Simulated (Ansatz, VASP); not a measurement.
**One calculation of N, two programs**

```
N
1.0
     9.00000    0.00000    0.00000
     0.00000    9.50000    0.00000
     0.00000    0.00000   10.00000
N
2
Direct
  0.50000 0.50000 0.44489
  0.50000 0.50000 0.55511
```

Alike in both runs: functional PBE; k mesh 1 × 1 × 1; occupations gaussian, width 0.02 eV; no spin polarisation.

Ansatz relaxed the structure, and its values are those at the end. VASP's run is a single point on that final structure, the one shown.

|  | VASP | Ansatz |
| --- | --- | --- |
| version | VASP 6.6.1 | Ansatz 0.2.0 |
| potentials or method | VASP PAW PBE potentials, release 64 (N_h), cutoff 1000 eV | plane waves, PAW |
| valence electrons in the cell | 10 | 10 |

Ansatz gave:

* rms of the force components (eV/Å): 0.001

Q: Which values does VASP return?

A: rms of the force components (eV/Å): 0.039.

The functional is the same, so the differences come from potentials, cutoffs and numerics. Ansatz's warnings: force scf threshold loose, stress scf threshold loose.
